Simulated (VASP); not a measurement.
LuGaN2, 4 atoms in the cell. It takes space group R-3m (No. 166, trigonal). Conventional cell: a = 3.184 Å, b = 3.184 Å, c = 14.991 Å, α = 90.00°, β = 90.00°, γ = 120.00°. Ga (site symmetry -3m) has 6 N at 2.17 Å within 2.9 Å. Lu (site symmetry -3m) has 6 N at 2.27 Å and 6 Ga at 3.10 Å and 6 Lu at 3.18 Å within 3.2 Å. N (site symmetry 3m) has 3 Ga at 2.17 Å and 3 Lu at 2.27 Å and 3 N at 2.96 Å within 3.0 Å. 

* Program: VASP 6.6.1
* Task: single point
* Functional: PBE
* Potentials or basis: VASP PAW PBE potentials, release 64 (Ga_d, Lu, N)
* Cutoff: 520 eV
* k mesh: 8 × 8 × 8
* Occupations: gaussian, width 0.01 eV
* Spin: no spin polarisation
* Dipole correction: no
* Further INCAR settings: ALGO = Normal; EDIFF = 1e-06; NBANDS = 32

Potentials or basis: VASP PAW PBE potentials, release 64 (Ga_d, Lu, N).

The run is started by

```console
$ cat potpaw_PBE.64/Ga_d/POTCAR potpaw_PBE.64/Lu/POTCAR potpaw_PBE.64/N/POTCAR > POTCAR
$ mpirun -np 1 vasp_std > vasp.out
```

Hardware: 1 thread of Oxide Virtual Turin-like Processor, on a shared host.

**Question.** How long does it take, and how much memory?

**Answer.** It took 4.7 min on 1 thread of Oxide Virtual Turin-like Processor, with other jobs on the host, peak memory 0.27 GiB. Counts: scf iterations 14, k points 65.
